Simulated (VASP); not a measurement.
Here is a VASP 6.6.1 calculation.

Contents of INCAR:

```
SYSTEM = MoPd
PREC = Accurate
ENCUT = 520
EDIFF = 1E-7
ISMEAR = 1
SIGMA = 0.1
LREAL = .FALSE.
LASPH = .TRUE.
NELM = 100
ALGO = Normal
ISIF = 2
LWAVE = .FALSE.
LCHARG = .FALSE.
NBANDS = 19
```

The input KPOINTS:

```
Automatic mesh
0
G
  9 9 5
  0 0 0
```

File POSCAR:

```
MoPd
1.0
    2.8185130922      0.0000000000      0.0000000000
   -1.4092565461      2.4409040280      0.0000000000
    0.0000000000      0.0000000000      4.6066054167
Mo Pd
1 1
Direct
    0.6666666667      0.3333333333      0.5000000000
    0.3333333333      0.6666666667      0.0000000000
```

Potentials or basis: VASP PAW LDA potentials, release 64 (Mo_sv, Pd).

Launch:

```sh
$ cat potpaw_LDA.64/Mo_sv/POTCAR potpaw_LDA.64/Pd/POTCAR > POTCAR
$ mpirun -np 1 vasp_std > vasp.out
```

Q: Predict the pressure.

A: -19.5 GPa.

Q: Estimate the band gap on the k mesh.

A: Zero (band 12 reaches 11.63 eV, above the bottom of band 13 at 9.84 eV).

Stress tensor (GPa, compression positive):
```
-19.81   0.00   0.00
  0.00 -19.81   0.00
  0.00   0.00 -18.99
```
